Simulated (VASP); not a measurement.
# BeS2 (P-42_1m) in VASP: relaxation of cell and atoms with PBE

Aim: the relaxation of cell and atoms of BeS2 with PBE.

All numbers are computed with VASP 6.6.1; they aren't measurements. Logs are shortened: lines on timing, memory, paths and dates and some standing lists are left out, and cuts for length are marked.

### Step 1. The cell of the first run

The structure is tetragonal, space group P-42_1m (No. 113). Conventional cell: a = 4.682 Å, b = 4.682 Å, c = 5.563 Å, α = 90.00°, β = 90.00°, γ = 90.00°. Be (site symmetry -4) has 4 S at 2.10 Å within 2.8 Å. S (site symmetry m) has 2 Be at 2.10 Å and 1 S at 2.12 Å within 2.8 Å.

### Step 2. Relaxation of cell and atoms, PBE

File INCAR:

```
SYSTEM = BeS2
ALGO     = Normal         ! electronic algorithm
EDIFF    = 1E-7           ! SCF threshold, eV
EDIFFG   = -0.01          ! ionic threshold
ENCUT    = 600            ! plane-wave cutoff, eV
GGA      = PE             ! functional
IBRION   = 2              ! ionic algorithm
ISIF     = 3              ! what is computed and relaxed
ISMEAR   = 0              ! smearing method
LASPH    = .True.         ! aspherical terms in the spheres
LCHARG   = .False.        ! write CHGCAR
LREAL    = .False.        ! projectors in reciprocal space
LWAVE    = .False.        ! write WAVECAR
NELM     = 60             ! most SCF steps
NSW      = 100            ! ionic steps
PREC     = Accurate       ! precision mode
SIGMA    = 0.02           ! smearing width, eV
```

File KPOINTS:

```
k-points
0
Gamma
  6 6 6
  0 0 0
```

File POSCAR:

```
BeS2
1.0
    4.6819197282      0.0000000000      0.0000000000
    0.0000000000      4.6819197282      0.0000000000
    0.0000000000      0.0000000000      5.5627862621
Be S
2 4
Direct
    0.0000000000      0.0000000000      0.0000000000
    0.5000000000      0.5000000000      0.0000000000
    0.8402173241      0.3402173241      0.2066447817
    0.1597826759      0.6597826759      0.2066447817
    0.3402173241      0.1597826759      0.7933552183
    0.6597826759      0.8402173241      0.7933552183
```

Potentials or basis: VASP PAW PBE potentials, release 64 (Be, S).

Run with:

```
$ cat potpaw_PBE.64/Be/POTCAR potpaw_PBE.64/S/POTCAR > POTCAR
$ mpirun -np 1 vasp_std > vasp.out
```

OUTCAR:

```text
SYSTEM = BeS2
   EDIFF = 1E-7
   EDIFFG = -0.01
   ENCUT = 600
   GGA = PE
   IBRION = 2
   ISIF = 3
   ISMEAR = 0
   LASPH = .True.
   LREAL = .False.
   NELM = 60
   NSW = 100
   PREC = Accurate

 ion  position               nearest neighbor table
   1  0.000  0.000  0.000-   3 2.10   4 2.10   5 2.10   6 2.10
   2  0.500  0.500  0.000-   3 2.10   4 2.10   5 2.10   6 2.10
   3  0.840  0.340  0.207-   1 2.10   2 2.10   4 2.12
   4  0.160  0.660  0.207-   1 2.10   2 2.10   3 2.12
   5  0.340  0.160  0.793-   1 2.10   2 2.10   6 2.12
   6  0.660  0.840  0.793-   1 2.10   2 2.10   5 2.12

  LATTYP: Found a simple tetragonal cell.
 ALAT       =     4.6819197282
 C/A-ratio  =     1.1881421692

  Lattice vectors:

 A1 = (   4.6819197282,   0.0000000000,   0.0000000000)
 A2 = (   0.0000000000,   4.6819197282,   0.0000000000)
 A3 = (   0.0000000000,   0.0000000000,   5.5627862621)

Analysis of symmetry for initial positions (statically):
=====================================================================
 Subroutine PRICEL returns:
 Original cell was already a primitive cell.

 Routine SETGRP: Setting up the symmetry group for a
 simple tetragonal supercell.

 Subroutine GETGRP returns: Found  8 space group operations
 (whereof  4 operations were pure point group operations)
 out of a pool of 16 trial point group operations.

The static configuration has the point symmetry S_4 .
 The point group associated with its full space group is D_2d.

Analysis of symmetry for dynamics (positions and initial velocities):
=====================================================================
 Subroutine PRICEL returns:
 Original cell was already a primitive cell.

 Routine SETGRP: Setting up the symmetry group for a
 simple tetragonal supercell.

 Subroutine GETGRP returns: Found  8 space group operations
 (whereof  4 operations were pure point group operations)
 out of a pool of 16 trial point group operations.

The dynamic configuration has the point symmetry S_4 .
 The point group associated with its full space group is D_2d.

 Subroutine INISYM returns: Found  8 space group operations
 (whereof  4 operations are pure point group operations),
 and found     1 'primitive' translations

----------------------------------------------------------------------------------------

                                     Primitive cell

  volume of cell :     121.9383

  direct lattice vectors                    reciprocal lattice vectors
     4.681919728  0.000000000  0.000000000     0.213587600  0.000000000  0.000000000
     0.000000000  4.681919728  0.000000000     0.000000000  0.213587600  0.000000000
     0.000000000  0.000000000  5.562786262     0.000000000  0.000000000  0.179766030

  length of vectors
     4.681919728  4.681919728  5.562786262     0.213587600  0.213587600  0.179766030

  position of ions in fractional coordinates (direct lattice)
     0.000000000  0.000000000  0.000000000
     0.500000000  0.500000000  0.000000000
     0.840217324  0.340217324  0.206644782
     0.159782676  0.659782676  0.206644782
     0.340217324  0.159782676  0.793355218
     0.659782676  0.840217324  0.793355218

  ion indices of the primitive-cell ions
   primitive index   ion index
                 1           1
                 2           2
                 3           3
                 4           4
                 5           5
                 6           6

----------------------------------------------------------------------------------------

 KPOINTS: k-points

Automatic generation of k-mesh.
 Grid dimensions read from file:
 generate k-points for:    6    6    6

 Generating k-lattice:

  Cartesian coordinates                     Fractional coordinates (reciprocal lattice)
     0.035597933  0.000000000  0.000000000     0.166666667  0.000000000  0.000000000
     0.000000000  0.035597933  0.000000000     0.000000000  0.166666667  0.000000000
     0.000000000  0.000000000  0.029961005     0.000000000  0.000000000  0.166666667

  Length of vectors
     0.035597933  0.035597933  0.029961005

  Shift w.r.t. Gamma in fractional coordinates (k-lattice)
     0.000000000  0.000000000  0.000000000

 Subroutine IBZKPT returns following result:
 ===========================================

 Found     40 irreducible k-points:

 Following reciprocal coordinates:
            Coordinates               Weight
  0.000000  0.000000  0.000000      1.000000
  0.166667  0.000000  0.000000      4.000000
  0.333333  0.000000  0.000000      4.000000
  0.500000  0.000000  0.000000      2.000000
  0.166667  0.166667  0.000000      4.000000
  0.333333  0.166667  0.000000      8.000000
[... 16 lines left out ...]
  0.333333  0.000000  0.333333      8.000000
  0.500000  0.000000  0.333333      4.000000
 [... further k-points ...]
   k-points           NKPTS =     40   k-points in BZ     NKDIM =     40   number of bands    NBANDS=     18
   number of dos      NEDOS =    301   number of ions     NIONS =      6
   total plane-waves  NPLWV =  76800
   dimension x,y,z NGX =    40 NGY =   40 NGZ =   48
   dimension x,y,z NGXF=    80 NGYF=   80 NGZF=   96
   ions per type =               2   4
   NGX,Y,Z   is equivalent  to a cutoff of  14.20, 14.20, 14.34 a.u.
   NGXF,Y,Z  is equivalent  to a cutoff of  28.41, 28.41, 28.69 a.u.
 SYSTEM =  BeS2
   PREC   = accura    normal or accurate (medium, high low for compatibility)
   ISTART =      0    job   : 0-new  1-cont  2-samecut
   ICHARG =      2    charge: 1-file 2-atom 10-const
   ISPIN  =      1    spin polarized calculation?
   LNONCOLLINEAR =      F non collinear calculations
   LSORBIT =      F    spin-orbit coupling
   LASPH  =      T    aspherical Exc in radial PAW
   ENCUT  =  600.0 eV  44.10 Ry    6.64 a.u.   9.35  9.35 11.11*2*pi/ulx,y,z
   NELM   =     60;   NELMIN=  2; NELMDL= -5     # of ELM steps
   EDIFF  = 0.1E-06   stopping-criterion for ELM
   LREAL  =      F    real-space projection
   EDIFFG = -.1E-01   stopping-criterion for IOM
   NSW    =    100    number of steps for IOM
   IBRION =      2    ionic relax: 0-MD 1-quasi-New 2-CG
   NFREE  =      1    steps in history (QN), initial steepest desc. (CG)
   ISIF   =      3    stress and relaxation
   ISYM   =      2    0-nonsym 1-usesym 2-fastsym
   POTIM  = 0.5000    time-step for ionic-motion
   TEBEG  =    0.0;   TEEND  =   0.0 temperature during run
   PSTRESS=    0.0 pullay stress
   NELECT =      28.0000    total number of electrons
   NUPDOWN=      -1.0000    fix difference up-down
   EMIN   =  10.00;   EMAX   =-10.00  energy-range for DOS
   EFERMI =   0.00;   METHOD = LEGACY
   ISMEAR =     0;   SIGMA  =   0.02  broadening in eV -4-tet -1-fermi 0-gaus
   EFERMI_NEDOS =   21; number of points for ismear=-14 and -15
   IALGO  =     38    algorithm
   IMIX   =      4    mixing-type and parameters
     AMIX     =   0.40;   BMIX     =  1.00
     AMIX_MAG =   1.60;   BMIX_MAG =  1.00
  volume/ion in A,a.u.               =      20.32       137.15
  Fermi-wavevector in a.u.,A,eV,Ry     =   1.002492  1.894434 13.673711  1.004989
  Thomas-Fermi vector in A             =   2.134982
   LORBIT       =      0    0 simple, 1 ext, 2 COOP (PROOUT), +10 PAW based schemes
   GGA     = PE    functional components
   LHFCALC =     F    Hartree Fock is set to
   AEXX    =    0.0000 exact exchange contribution
   IVDW    =     0    specifies the selected vdW correction
   LEPSILON=     F    determine dielectric tensor
   LRPA    =     F    only Hartree local field effects (RPA)
 conjugate gradient relaxation of ions
 non-spin polarized calculation
 Gauss-broadening in eV      SIGMA  =   0.02
  energy-cutoff  :      600.00
  volume of cell :      121.94
 maximum number of plane-waves:      4088
 NGX is ok and might be reduce to    40
   NGX = 19   NGY = 19   NGZ = 23

--------------------------------------- Ionic step        1  -------------------------------------------

 number of electron      28.0000001 magnetization

 Free energy of the ion-electron system (eV)
  ---------------------------------------------------
  ext. energy  EPLUGINS =         0.00000000
  ---------------------------------------------------
  free energy    TOTEN  =       -27.53304737 eV

  energy without entropy =      -27.53304737  energy(sigma->0) =      -27.53304737

------------------------ aborting loop because EDIFF is reached ----------------------------------------

  FORCE on cell =-STRESS in cart. coord.  units (eV):
  Direction    XX          YY          ZZ          XY          YZ          ZX
  --------------------------------------------------------------------------------------
  -------------------------------------------------------------------------------------
  Total       -0.2225039     -0.2225039      0.2270914      0.0000000      0.0000000      0.0000000
  in kB       -2.9235320     -2.9235320      2.9838086      0.0000000      0.0000000      0.0000000
  external PRESSURE =      -0.9544185 kB  Pullay stress =       0.0000000 kB
[... 101 lines left out ...]
  FREE ENERGIE OF THE ION-ELECTRON SYSTEM (eV)
  ---------------------------------------------------
  free  energy   TOTEN  =       -27.5343916845 eV

  energy  without entropy=      -27.5343916845  energy(sigma->0) =      -27.53439168

[... ionic steps 4 to 11 ...]

--------------------------------------- Ionic step       12  -------------------------------------------

 number of electron      27.9999999 magnetization

------------------------ aborting loop because EDIFF is reached ----------------------------------------

  FORCE on cell =-STRESS in cart. coord.  units (eV):
  Direction    XX          YY          ZZ          XY          YZ          ZX
  --------------------------------------------------------------------------------------
  -------------------------------------------------------------------------------------
  Total        0.1977693      0.1977693      0.0644256      0.0000000      0.0000000      0.0000000
  in kB        2.5147455      2.5147455      0.8192066      0.0000000      0.0000000      0.0000000
  external PRESSURE =       1.9495659 kB  Pullay stress =       0.0000000 kB
[... 65 lines left out ...]
  energy  without entropy=      -27.5390986056  energy(sigma->0) =      -27.53909861

--------------------------------------- Ionic step       14  -------------------------------------------

 number of electron      27.9999999 magnetization

 Free energy of the ion-electron system (eV)
  ---------------------------------------------------
  ext. energy  EPLUGINS =         0.00000000
  ---------------------------------------------------
  free energy    TOTEN  =       -27.53924790 eV

  energy without entropy =      -27.53924790  energy(sigma->0) =      -27.53924790

 E-fermi :   1.7339     XC(G=0):  -8.1524

 val. band max:        1.6316932273   @ k =   0.5000   0.0000   0.0000
 cond. band min:       4.0738321217   @ k =   0.3333   0.1667   0.0000
 fundamental gap:      2.4421388944
 Fermi energy:         1.7338783605

 k-point     1 :       0.0000    0.0000    0.0000
  band No.  band energies     occupation
      1     -12.9565      2.00000
      2     -11.9879      2.00000
      3      -8.5316      2.00000
      4      -8.5316      2.00000
      5      -3.5439      2.00000
      6      -2.9360      2.00000
[... 10 lines left out ...]
     17       6.0377      0.00000
     18       7.4844      0.00000
[... 466 lines left out ...]
      2     -12.3637      2.00000
      3      -8.8577      2.00000
      4      -8.8577      2.00000
      5      -3.4255      2.00000
      6      -3.4255      2.00000
[... 10 lines left out ...]
     17       7.4988      0.00000
     18       7.4988      0.00000

 [... further k-points ...]

------------------------ aborting loop because EDIFF is reached ----------------------------------------

  FORCE on cell =-STRESS in cart. coord.  units (eV):
  Direction    XX          YY          ZZ          XY          YZ          ZX
  --------------------------------------------------------------------------------------
  -------------------------------------------------------------------------------------
  Total       -0.0287936     -0.0287936      0.0524885      0.0000000     -0.0000000      0.0000000
  in kB       -0.3634502     -0.3634502      0.6625425      0.0000000     -0.0000000      0.0000000
  external PRESSURE =      -0.0214526 kB  Pullay stress =       0.0000000 kB
[... 21 lines left out ...]
  FREE ENERGIE OF THE ION-ELECTRON SYSTEM (eV)
  ---------------------------------------------------
  free  energy   TOTEN  =       -27.5392478961 eV

  energy  without entropy=      -27.5392478961  energy(sigma->0) =      -27.53924790

 reached required accuracy - stopping structural energy minimisation
```

It took 6.7 min on 1 thread of Intel Xeon 6975P-C (Granite Rapids), shared host; peak memory 0.32 GiB.

What came out:

```
Free energy                           : -27.5392 eV
Relaxed volume                        : 21.15 Å³/atom
Relaxed cell                          : a = 4.677 Å, b = 4.677 Å, c = 5.803 Å, α = 90.00°, β = 90.00°, γ = 90.00°
Space group after relaxing (to 0.1 Å) : P-42_1m (No. 113)
Energy gained by relaxing             : 1.0 meV/atom
Ionic steps                           : 14
Pressure after relaxing               : 0.0 GPa
Largest force after relaxing          : 0.005 eV/Å
Band gap on the k mesh                : 2.44 eV (least direct gap 2.61 eV)
```

Forces in eV/Å, atoms in the order of the input:
```
Be   0.000  0.000  0.000
Be   0.000  0.000  0.000
S    0.003  0.003  0.003
S   -0.003 -0.003  0.003
S    0.003 -0.003 -0.003
S   -0.003  0.003 -0.003
```

The path:
```tsv
step	energy change (eV)	largest force (eV/Å)	pressure (GPa)	volume (Å³)
1	0.0000	0.1214	-0.10	121.94
2	-0.0010	0.0727	0.28	121.72
3	-0.0013	0.0055	0.15	121.80
4	-0.0016	0.0209	0.05	122.09
5	-0.0016	0.0533	-0.16	122.69
6	-0.0017	0.0378	-0.06	122.40
7	-0.0020	0.0371	-0.06	122.51
8	-0.0026	0.0355	-0.05	122.84
9	-0.0036	0.0335	-0.03	123.50
10	-0.0045	0.0387	0.02	124.80
11	-0.0054	0.0185	0.11	125.38
12	-0.0057	0.0424	0.19	126.00
13	-0.0061	0.0233	0.11	126.38
14	-0.0062	0.0049	0.00	126.93
```

Final structure:
```
Be S
1.0
     4.67673    0.00000    0.00000
     0.00000    4.67673    0.00000
     0.00000    0.00000    5.80332
Be S
2 4
Direct
  0.00000 0.00000 0.00000
  0.50000 0.50000 0.00000
  0.84072 0.34072 0.19859
  0.15928 0.65928 0.19859
  0.34072 0.15928 0.80141
  0.65928 0.84072 0.80141
```

Caveat: this functional lacks dispersion, which binds layers or chains, so the pressure and a relaxed spacing across them are unreliable.
